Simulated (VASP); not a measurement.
# Nd2CdC2 (P2_1) in VASP: single point with PBE

Aim: the single point of Nd2CdC2 with PBE.

All numbers are computed with VASP 6.6.1; they aren't measurements. Logs are shortened: lines on timing, memory, paths and dates and some standing lists are left out, and cuts for length are marked.

## 1. The cell of the first run

It takes space group P2_1 (No. 4, monoclinic). The conventional cell has a = 3.834 Å, b = 6.929 Å, c = 7.612 Å, α = 90.00°, β = 100.74°, γ = 90.00°. Within 3.4 Å of Nd (site symmetry 1) lie 5 C at 2.60 to 3.07 Å and 3 Cd at 3.04 to 3.22 Å. Within 3.5 Å of Nd (site symmetry 1) lie 5 C at 2.67 to 2.94 Å and 4 Cd at 2.99 to 3.44 Å. Cd (site symmetry 1) has 4 C at 2.61 to 3.57 Å and 7 Nd at 2.99 to 3.44 Å within 3.6 Å. Within 1.8 Å of C (site symmetry 1) lie 1 C at 1.36 Å. Within 1.8 Å of C (site symmetry 1) lie 1 C at 1.36 Å.

## 2. Single point, PBE

INCAR reads:

```
SYSTEM = Nd2CdC2
PREC = Accurate
ENCUT = 600
EDIFF = 1E-6
ISMEAR = 0
SIGMA = 0.1
LREAL = .FALSE.
LASPH = .TRUE.
NELM = 200
ALGO = Normal
ISIF = 2
LWAVE = .FALSE.
LCHARG = .FALSE.
GGA = PE
NBANDS = 53
GGA_COMPAT = .FALSE.
LMAXMIX = 6
```

KPOINTS reads:

```
regular mesh
0
G
  8 6 4
  0 0 0
```

POSCAR reads:

```
Nd2CdC2
1.0
    3.8334648400      0.0000000000      0.0170070062
    0.0000000000      6.9287981694      0.0000000000
   -1.4512247585      0.0000000000      7.4721706898
Nd Cd C
4 2 4
Direct
    0.7758425319      0.7995573938      0.0576835754
    0.1114681719      0.7015860501      0.5984305717
    0.8885318281      0.2015860501      0.4015694283
    0.2241574681      0.2995573938      0.9423164246
    0.3989839128      0.5442731184      0.2882741825
    0.6010160872      0.0442731184      0.7117258175
    0.6851461925      0.4146336184      0.6701889226
    0.3148538075      0.9146336184      0.3298110774
    0.3268128127      0.0399530411      0.1941068465
    0.6731871873      0.5399530411      0.8058931535
```

Potentials or basis: VASP PAW PBE potentials, release 64 (Nd_3, Cd, C), 4f in core.

Started as:

```console
$ cat potpaw_PBE.64/Nd_3/POTCAR potpaw_PBE.64/Cd/POTCAR potpaw_PBE.64/C/POTCAR > POTCAR
$ mpirun -np 1 vasp_std > vasp.out
```

OUTCAR:

```text
SYSTEM = Nd2CdC2
   PREC = Accurate
   ENCUT = 600
   EDIFF = 1E-6
   ISMEAR = 0
   LREAL = .FALSE.
   LASPH = .TRUE.
   NELM = 200
   ISIF = 2
   GGA = PE

 ion  position               nearest neighbor table
   1  0.776  0.800  0.058-  10 2.60   9 2.74   9 2.74   8 2.76   5 3.04   6 3.10   5 3.22   3 3.79

   2  0.111  0.702  0.598-  10 2.67   7 2.69  10 2.75   8 2.75   7 2.94   5 2.99   6 3.05   6 3.29
                             5 3.44   4 3.79   3 3.81   3 3.81
   3  0.889  0.202  0.402-   9 2.67   8 2.69   9 2.75   7 2.75   8 2.94   6 2.99   5 3.05   5 3.29
                             6 3.44   1 3.79   2 3.81   2 3.81
   4  0.224  0.300  0.942-   9 2.60  10 2.74  10 2.74   7 2.76   6 3.04   5 3.10   6 3.22   2 3.79

   5  0.399  0.544  0.288-   8 2.61   2 2.99   1 3.04   3 3.05   4 3.10   1 3.22   3 3.29   2 3.44

   6  0.601  0.044  0.712-   7 2.61   3 2.99   4 3.04   2 3.05   1 3.10   4 3.22   2 3.29   3 3.44

   7  0.685  0.415  0.670-  10 1.36   6 2.61   2 2.69   3 2.75   4 2.76   2 2.94
   8  0.315  0.915  0.330-   9 1.36   5 2.61   3 2.69   2 2.75   1 2.76   3 2.94
   9  0.327  0.040  0.194-   8 1.36   4 2.60   3 2.67   1 2.74   1 2.74   3 2.75
  10  0.673  0.540  0.806-   7 1.36   1 2.60   2 2.67   4 2.74   4 2.74   2 2.75

  LATTYP: Found a simple monoclinic cell.
 ALAT       =     3.8335025652
 B/A-ratio  =     1.8074327724
 C/A-ratio  =     1.9855973933
 COS(beta)  =    -0.1862978784

  Lattice vectors:

 A1 = (   3.8334648400,   0.0000000000,   0.0170070062)
 A2 = (   0.0000000000,   6.9287981694,   0.0000000000)
 A3 = (  -1.4512247585,   0.0000000000,   7.4721706898)

Analysis of symmetry for initial positions (statically):
=====================================================================
 Subroutine PRICEL returns:
 Original cell was already a primitive cell.

 Routine SETGRP: Setting up the symmetry group for a
 simple monoclinic supercell.

 Subroutine GETGRP returns: Found  2 space group operations
 (whereof  1 operations were pure point group operations)
 out of a pool of  4 trial point group operations.

The static configuration has the point symmetry C_1 .
 The point group associated with its full space group is C_2 .

Analysis of symmetry for dynamics (positions and initial velocities):
=====================================================================
 Subroutine PRICEL returns:
 Original cell was already a primitive cell.

 Routine SETGRP: Setting up the symmetry group for a
 simple monoclinic supercell.

 Subroutine GETGRP returns: Found  2 space group operations
 (whereof  1 operations were pure point group operations)
 out of a pool of  4 trial point group operations.

The dynamic configuration has the point symmetry C_1 .
 The point group associated with its full space group is C_2 .

 Subroutine INISYM returns: Found  2 space group operations
 (whereof  1 operations are pure point group operations),
 and found     1 'primitive' translations

----------------------------------------------------------------------------------------

                                     Primitive cell

  volume of cell :     198.6416

  direct lattice vectors                    reciprocal lattice vectors
     3.833464840  0.000000000  0.017007006     0.260636042  0.000000000  0.050620026
     0.000000000  6.928798169  0.000000000     0.000000000  0.144325174  0.000000000
    -1.451224758  0.000000000  7.472170690    -0.000593220  0.000000000  0.133714706

  length of vectors
     3.833502565  6.928798169  7.611792701     0.265506184  0.144325174  0.133716022

  position of ions in fractional coordinates (direct lattice)
     0.775842532  0.799557394  0.057683575
     0.111468172  0.701586050  0.598430572
     0.888531828  0.201586050  0.401569428
     0.224157468  0.299557394  0.942316425
     0.398983913  0.544273118  0.288274182
     0.601016087  0.044273118  0.711725818
     0.685146192  0.414633618  0.670188923
     0.314853808  0.914633618  0.329811077
     0.326812813  0.039953041  0.194106846
     0.673187187  0.539953041  0.805893154

  ion indices of the primitive-cell ions
   primitive index   ion index
                 1           1
                 2           2
                 3           3
                 4           4
                 5           5
                 6           6
                 7           7
                 8           8
                 9           9
                10          10

----------------------------------------------------------------------------------------

 KPOINTS: regular mesh

Automatic generation of k-mesh.
 Grid dimensions read from file:
 generate k-points for:    8    6    4

 Generating k-lattice:

  Cartesian coordinates                     Fractional coordinates (reciprocal lattice)
     0.032579505  0.000000000  0.006327503     0.125000000  0.000000000  0.000000000
     0.000000000  0.024054196  0.000000000     0.000000000  0.166666667  0.000000000
    -0.000148305  0.000000000  0.033428676     0.000000000  0.000000000  0.250000000

  Length of vectors
     0.033188273  0.024054196  0.033429005

  Shift w.r.t. Gamma in fractional coordinates (k-lattice)
     0.000000000  0.000000000  0.000000000

 Subroutine IBZKPT returns following result:
 ===========================================

 Found     72 irreducible k-points:

 Following reciprocal coordinates:
            Coordinates               Weight
  0.000000  0.000000  0.000000      1.000000
  0.125000  0.000000  0.000000      2.000000
  0.250000  0.000000  0.000000      2.000000
  0.375000  0.000000  0.000000      2.000000
  0.500000  0.000000  0.000000      1.000000
  0.000000  0.166667  0.000000      2.000000
[... 16 lines left out ...]
  0.250000  0.000000  0.250000      2.000000
  0.375000  0.000000  0.250000      2.000000
 [... further k-points ...]
   k-points           NKPTS =     72   k-points in BZ     NKDIM =     72   number of bands    NBANDS=     53
   number of dos      NEDOS =    301   number of ions     NIONS =     10
   total plane-waves  NPLWV = 114688
   dimension x,y,z NGX =    32 NGY =   56 NGZ =   64
   dimension x,y,z NGXF=    64 NGYF=  112 NGZF=  128
   ions per type =               4   2   4
   NGX,Y,Z   is equivalent  to a cutoff of  13.88, 13.44, 13.98 a.u.
   NGXF,Y,Z  is equivalent  to a cutoff of  27.75, 26.87, 27.96 a.u.
 SYSTEM =  Nd2CdC2
   PREC   = accura    normal or accurate (medium, high low for compatibility)
   ISTART =      0    job   : 0-new  1-cont  2-samecut
   ICHARG =      2    charge: 1-file 2-atom 10-const
   ISPIN  =      1    spin polarized calculation?
   LNONCOLLINEAR =      F non collinear calculations
   LSORBIT =      F    spin-orbit coupling
   LASPH  =      T    aspherical Exc in radial PAW
   ENCUT  =  600.0 eV  44.10 Ry    6.64 a.u.   7.66 13.84 15.20*2*pi/ulx,y,z
   NELM   =    200;   NELMIN=  2; NELMDL= -5     # of ELM steps
   EDIFF  = 0.1E-05   stopping-criterion for ELM
   LREAL  =      F    real-space projection
   EDIFFG = 0.1E-04   stopping-criterion for IOM
   NSW    =      0    number of steps for IOM
   IBRION =     -1    ionic relax: 0-MD 1-quasi-New 2-CG
   NFREE  =      0    steps in history (QN), initial steepest desc. (CG)
   ISIF   =      2    stress and relaxation
   ISYM   =      2    0-nonsym 1-usesym 2-fastsym
   POTIM  = 0.5000    time-step for ionic-motion
   TEBEG  =    0.0;   TEEND  =   0.0 temperature during run
   PSTRESS=    0.0 pullay stress
   NELECT =      84.0000    total number of electrons
   NUPDOWN=      -1.0000    fix difference up-down
   EMIN   =  10.00;   EMAX   =-10.00  energy-range for DOS
   EFERMI =   0.00;   METHOD = LEGACY
   ISMEAR =     0;   SIGMA  =   0.10  broadening in eV -4-tet -1-fermi 0-gaus
   EFERMI_NEDOS =   21; number of points for ismear=-14 and -15
   IALGO  =     38    algorithm
   IMIX   =      4    mixing-type and parameters
     AMIX     =   0.40;   BMIX     =  1.00
     AMIX_MAG =   1.60;   BMIX_MAG =  1.00
  volume/ion in A,a.u.               =      19.86       134.05
  Fermi-wavevector in a.u.,A,eV,Ry     =   1.228791  2.322077 20.543792  1.509926
  Thomas-Fermi vector in A             =   2.363703
   LORBIT       =      0    0 simple, 1 ext, 2 COOP (PROOUT), +10 PAW based schemes
   GGA     = PE    functional components
   LHFCALC =     F    Hartree Fock is set to
   AEXX    =    0.0000 exact exchange contribution
   IVDW    =     0    specifies the selected vdW correction
   LEPSILON=     F    determine dielectric tensor
   LRPA    =     F    only Hartree local field effects (RPA)
 non-spin polarized calculation
 Gauss-broadening in eV      SIGMA  =   0.10
  energy-cutoff  :      600.00
  volume of cell :      198.64
 maximum number of plane-waves:      6660
   NGX = 15   NGY = 27   NGZ = 31

 number of electron      84.0000004 magnetization

 Free energy of the ion-electron system (eV)
  ---------------------------------------------------
  ext. energy  EPLUGINS =         0.00000000
  ---------------------------------------------------
  free energy    TOTEN  =       -58.18371672 eV

  energy without entropy =      -58.16396892  energy(sigma->0) =      -58.17384282

 E-fermi :   4.0058     XC(G=0): -10.5591

 val. band max:        4.0040937701   @ k =   0.1250   0.1667   0.0000
 cond. band min:       4.0063177263   @ k =  -0.1250   0.3333   0.2500
 fundamental gap:      0.0022239562
 Fermi energy:         4.0057652617

 k-point     1 :       0.0000    0.0000    0.0000
  band No.  band energies     occupation
      1     -33.8045      2.00000
      2     -33.7728      2.00000
      3     -33.6797      2.00000
      4     -33.6569      2.00000
      5     -15.4522      2.00000
      6     -15.2117      2.00000
[... 45 lines left out ...]
     52       7.1796      0.00000
     53       7.2599      0.00000
[... 1286 lines left out ...]
     52       7.8686      0.00000
     53       7.9294      0.00000

 [... further k-points ...]

------------------------ aborting loop because EDIFF is reached ----------------------------------------

  FORCE on cell =-STRESS in cart. coord.  units (eV):
  Direction    XX          YY          ZZ          XY          YZ          ZX
  --------------------------------------------------------------------------------------
  -------------------------------------------------------------------------------------
  Total        0.3932063      0.6230910      0.6099026      0.0000000      0.0000000     -0.0372695
  in kB        3.1714716      5.0256450      4.9192720      0.0000000      0.0000000     -0.3006036
  external PRESSURE =       4.3721295 kB  Pullay stress =       0.0000000 kB

 VOLUME and BASIS-vectors are now :
 -----------------------------------------------------------------------------
  energy-cutoff  :      600.00
  volume of cell :      198.64
      direct lattice vectors                 reciprocal lattice vectors
     3.833464840  0.000000000  0.017007006     0.260636042  0.000000000  0.050620026
     0.000000000  6.928798169  0.000000000     0.000000000  0.144325174  0.000000000
    -1.451224758  0.000000000  7.472170690    -0.000593220  0.000000000  0.133714706

 POSITION                                       TOTAL-FORCE (eV/Angst)
 -----------------------------------------------------------------------------------
      2.89045      5.53997      0.44422         0.002758      0.016023      0.005896
     -0.44115      4.86115      4.47347        -0.005277     -0.018191      0.008475
      2.82339      1.39675      3.01571         0.005277     -0.018191     -0.008475
     -0.50821      2.07557      7.04496        -0.002758      0.016023     -0.005896
      1.11114      3.77116      2.16082         0.006665     -0.006022      0.000011
      1.27110      0.30676      5.32836        -0.006665     -0.006022     -0.000011
      1.65389      2.87291      5.01942         0.010523     -0.049240     -0.065383
      0.72835      6.33731      2.46976        -0.010523     -0.049240      0.065383
      0.97113      0.27683      1.45596         0.018662      0.057430     -0.064270
      1.41111      3.74123      6.03322        -0.018662      0.057430      0.064270
 -----------------------------------------------------------------------------------
    total drift:                                0.000000     -0.000488     -0.000001

  FREE ENERGIE OF THE ION-ELECTRON SYSTEM (eV)
  ---------------------------------------------------
  free  energy   TOTEN  =       -58.1837167175 eV

  energy  without entropy=      -58.1639689245  energy(sigma->0) =      -58.17384282
```

Run time: 8.7 min. Hardware: 1 thread of AMD EPYC 9R45 (Zen 5), shared host; peak memory 0.83 GiB.

What came out:

* Free energy: -58.1837 eV
* Pressure: 0.4 GPa
* Largest force: 0.088 eV/Å
* Band gap on the k mesh: zero (bands 42 and 43 overlap by 0.93 eV)

Forces in eV/Å, atoms in the order of the input:
```
Nd   0.003  0.016  0.006
Nd  -0.005 -0.018  0.008
Nd   0.005 -0.018 -0.008
Nd  -0.003  0.016 -0.006
Cd   0.007 -0.006  0.000
Cd  -0.007 -0.006  0.000
C    0.011 -0.049 -0.065
C   -0.011 -0.049  0.065
C    0.019  0.057 -0.064
C   -0.019  0.057  0.064
```

Stress tensor (GPa, compression positive):
```
 0.32  0.00 -0.03
 0.00  0.50  0.00
-0.03  0.00  0.49
```

Levels at points of the mesh, in eV from the Fermi level:
| k point | band 39 | band 40 | band 41 | band 42 | band 43 | band 44 | band 45 | band 46 |
| --- | --- | --- | --- | --- | --- | --- | --- | --- |
| (0.00, 0.00, 0.00) | -0.51 | -0.24 | -0.04 | 0.14 | 0.29 | 0.60 | 1.58 | 1.74 |
| (0.50, 0.00, 0.00) | -1.69 | -1.39 | -0.77 | -0.66 | 0.48 | 0.50 | 1.37 | 1.95 |
| (0.00, 0.50, 0.00) | -0.49 | -0.49 | -0.43 | -0.43 | 0.74 | 0.74 | 1.48 | 1.48 |
| (0.50, 0.50, 0.00) | -1.56 | -1.56 | -1.02 | -1.02 | -0.13 | -0.13 | 1.18 | 1.18 |
| (0.00, 0.00, 0.50) | -1.05 | -0.48 | -0.06 | 0.49 | 0.73 | 1.16 | 1.20 | 1.58 |
| (0.50, 0.00, 0.50) | -1.62 | -1.49 | -0.69 | -0.68 | 0.59 | 0.68 | 1.43 | 1.63 |
| (0.00, 0.50, 0.50) | -0.73 | -0.73 | -0.41 | -0.41 | 0.87 | 0.87 | 1.30 | 1.30 |
| (0.50, 0.50, 0.50) | -1.49 | -1.49 | -0.91 | -0.91 | -0.09 | -0.09 | 0.91 | 0.91 |

Caveat: spin-orbit coupling is left out, which moves the levels of the heavy elements; the 4f electrons are frozen in the core, so they carry no moment and show no levels. Spin polarisation is off, so any magnetic state and its effect on volume and gap are missing.
